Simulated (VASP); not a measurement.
Crystal: Si5Mo.

```
Si Mo
1.0
     2.94911    0.00000    0.00000
    -1.47455    2.55400    0.00000
     0.00000    0.00000   11.86844
Si Mo
5 1
Direct
  0.66667 0.33333 0.83730
  0.00000 0.00000 0.67084
  0.66667 0.33333 0.50000
  0.00000 0.00000 0.32916
  0.66667 0.33333 0.16270
  0.00000 0.00000 0.00000
```

The cell was built from a structure type or drawn by symmetry, and may not be a known phase.

| Item | Value |
| --- | --- |
| Program | VASP 6.6.1 |
| Task | relaxation of cell and atoms |
| Functional | PBE |
| Potentials or basis | VASP PAW PBE potentials, release 64 (Si, Mo_sv) |
| Cutoff | 600 eV |
| k mesh | 12 × 12 × 4 |
| Occupations | gaussian, width 0.1 eV |
| Spin | no spin polarisation |

At the start: pressure 0.0 GPa; volume 14.90 Å³/atom.

Where does the relaxation end?

Over 13 steps the energy falls by 4.9 meV/atom and the volume is 14.85 Å³/atom (-0.3 %); space group P-6m2 (No. 187, to 0.1 Å) before and after.

Step by step:
```
step  energy change (eV)  largest force (eV/Å)  pressure (GPa)  volume (Å³)
   1              0.0000                0.0718            0.03        89.39
   2             -0.0091                0.0759           -0.22        89.42
   3             -0.0223                0.1414           -0.92        89.46
   4             -0.0229                0.1231           -0.72        89.46
   5             -0.0234                0.1303           -0.81        89.46
   6             -0.0245                0.1078            0.72        88.35
   7             -0.0258                0.1184            0.05        88.82
   8             -0.0275                0.0806            0.19        88.80
   9             -0.0282                0.0341            0.36        88.77
  10             -0.0289                0.0444           -0.18        89.18
  11             -0.0289                0.0428           -0.14        89.15
  12             -0.0293                0.0234           -0.07        89.12
  13             -0.0294                0.0065           -0.01        89.09
```

Final structure:
```cif
data_structure
_symmetry_space_group_name_H-M 'P 1'
_symmetry_Int_Tables_number 1
_cell_length_a 2.9081
_cell_length_b 2.9081
_cell_length_c 12.1639
_cell_angle_alpha 90.000
_cell_angle_beta 90.000
_cell_angle_gamma 120.000
_cell_volume 89.09
loop_
_atom_site_label
_atom_site_type_symbol
_atom_site_fract_x
_atom_site_fract_y
_atom_site_fract_z
_atom_site_occupancy
Si1 Si 0.66667 0.33333 0.83938 1
Si2 Si 0.00000 0.00000 0.67374 1
Si3 Si 0.66667 0.33333 0.50000 1
Si4 Si 0.00000 0.00000 0.32626 1
Si5 Si 0.66667 0.33333 0.16062 1
Mo1 Mo 0.00000 0.00000 0.00000 1
```
